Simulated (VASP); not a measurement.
RbSi2, 3 atoms in the cell. It takes space group I4/mmm (No. 139, tetragonal). Conventional cell: a = 4.312 Å, b = 4.312 Å, c = 11.150 Å, α = 90.00°, β = 90.00°, γ = 90.00°. Within 4.3 Å of Rb (site symmetry 4/mmm) lie 8 Si at 3.26 Å. Within 3.1 Å of Si (site symmetry 4mm) lie 1 Si at 2.34 Å. 

* Program: VASP 6.6.1
* Task: relaxation of cell and atoms
* Functional: PBE
* Dispersion: D3(BJ)
* Potentials or basis: VASP PAW PBE potentials, release 64 (Rb_sv, Si)
* Cutoff: 600 eV
* k mesh: 6 × 6 × 6
* Occupations: gaussian, width 0.1 eV
* Spin: no spin polarisation
* Dipole correction: no
* Further INCAR settings: ALGO = Normal; EDIFF = 1e-06; IBRION = 2; EDIFFG = -0.04; NSW = 90; ISIF = 3

Potentials or basis: VASP PAW PBE potentials, release 64 (Rb_sv, Si).

Run with:

```sh
$ cat potpaw_PBE.64/Rb_sv/POTCAR potpaw_PBE.64/Si/POTCAR > POTCAR
$ mpirun -np 1 vasp_std > vasp.out
```

Hardware: 1 thread of Intel(R) Xeon(R) Platinum 8488C (Sapphire Rapids) (shared host).

Question: How long does it take, and how much memory?

Answer: It took 15 min on 1 thread of Intel(R) Xeon(R) Platinum 8488C (Sapphire Rapids), with other jobs on the host, peak memory 0.45 GiB. Counts: scf iterations 152, k points 30, ion steps 20.
